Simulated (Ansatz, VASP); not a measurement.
Si: VASP beside Ansatz

File INCAR:

```
SYSTEM = Si
PREC = Accurate
ENCUT = 520
EDIFF = 1E-7
ISMEAR = -1
SIGMA = 0.05
LREAL = .FALSE.
LASPH = .TRUE.
NELM = 80
ALGO = Normal
ISIF = 2
LWAVE = .FALSE.
LCHARG = .TRUE.
GGA = PS
LELF = .TRUE.
LVHAR = .TRUE.
NBANDS = 16
```

Contents of KPOINTS:

```
Automatic mesh
0
G
  8 8 4
  0 0 0
```

The input POSCAR:

```
Si
1.0
    3.8313174605      0.0000000000      0.0000000000
   -1.9156587303      3.3180182508      0.0000000000
    0.0000000000      0.0000000000      6.3326220002
Si
4
Direct
    0.6624090000      0.3337130000      0.9403250000
    0.3346860000      0.6586850000      0.4343140000
    0.6743670000      0.3454220000      0.5621860000
    0.3142490000      0.6473930000      0.0588250000
```

File input.yaml:

```yaml
crystal:
  lattice:
    - [3.8313174605, 0.0, 0.0]
    - [-1.9156587303, 3.3180182508, 0.0]
    - [0.0, 0.0, 6.3326220002]
  atoms:
    - { symbol: Si, position: [0.662409, 0.333713, 0.940325] }
    - { symbol: Si, position: [0.334686, 0.658685, 0.434314] }
    - { symbol: Si, position: [0.674367, 0.345422, 0.562186] }
    - { symbol: Si, position: [0.314249, 0.647393, 0.058825] }
kpoints:
  mp_grid: { grid: [8, 8, 4] }
scf:
  occupations: { method: fermi_dirac, width: 0.05 }
hamiltonian:
  xc: pbesol
  pseudopotentials: { kind: all_electron, lapw: { basis_error: 0.001 } }
output:
  forces: true
  stress: true
  eigenvalues: true
  populations: true
```

Change from the starting cell: atoms moved at random, drawn with an rms of 0.05 Å.

Alike in both runs: task single point; functional PBEsol; k mesh 8 × 8 × 4; occupations fermi-dirac, width 0.05 eV; no spin polarisation.

|  | VASP | Ansatz |
| --- | --- | --- |
| version | VASP 6.6.1 | Ansatz 0.2.0 |
| potentials or method | VASP PAW PBE potentials, release 64 (Si), cutoff 520 eV | all-electron LAPW, scalar-relativistic |

|  | VASP | Ansatz | Ansatz less VASP |
| --- | --- | --- | --- |
| gap on the k mesh at the Fermi level (eV) | none | none | - |
| pressure (GPa) | -0.1 | -0.3 | -0.15 |
| traceless stress, the component that is largest in VASP (GPa) | 2.68 | 2.65 | -0.030 |
| rms of the force components (eV/Å) | 0.502 | 0.500 | -0.0013 |

VASP's potentials were made for PBE, not for PBEsol. Atom by atom the forces differ by 0.001 eV/Å (rms over components). A gap of «none» marks a metal or a gap that the smearing closes. Ansatz ran all-electron here, and VASP with PAW potentials.
